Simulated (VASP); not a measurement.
GaP: single point with r2SCAN

The system is GaP.

```
CELL_PARAMETERS angstrom
0.00000 2.67905 2.67905
2.67905 0.00000 2.67905
2.67905 2.67905 0.00000
ATOMIC_POSITIONS crystal
Ga 0.00000 0.00000 0.00000
P 0.25000 0.25000 0.25000
```

```json
{"Program": "VASP 6.6.1", "Task": "single point", "Functional": "r2SCAN", "Potentials or basis": "VASP PAW PBE potentials, release 64 (Ga_d, P)", "Cutoff": "520 eV", "k mesh": "6 × 6 × 6", "Occupations": "gaussian, width 0.01 eV", "Spin": "no spin polarisation", "Dipole correction": "no", "Further INCAR settings": "ALGO = Normal; EDIFF = 1e-07; NBANDS = 16"}
```

```json
{
  "Pressure": "5.1 GPa",
  "Band gap on the k mesh": "1.80 eV, indirect (least direct gap 2.80 eV)"
}
```

Levels at points of the mesh, in eV from the valence-band top:
```
           k point  band 6  band 7  band 8  band 9  band 10  band 11  band 12  band 13
(0.00, 0.00, 0.00)  -13.43    0.00    0.00    0.00     2.80     4.17     4.17     4.17
(0.50, 0.00, 0.00)  -11.09   -7.16   -1.25   -1.25     2.21     5.03     5.03     8.93
(0.50, 0.50, 0.00)  -10.08   -7.22   -2.99   -2.99     1.80     2.05    11.75    11.75
```

Run time: 29 s on 1 thread of Intel(R) Xeon(R) Platinum 8488C (Sapphire Rapids), on a shared host, peak memory 0.16 GiB.

Caveat: the PAW data sets were made with another functional, which shifts forces and pressure a little. r2SCAN opens gaps a little over a GGA but as a rule still falls short of measured ones.
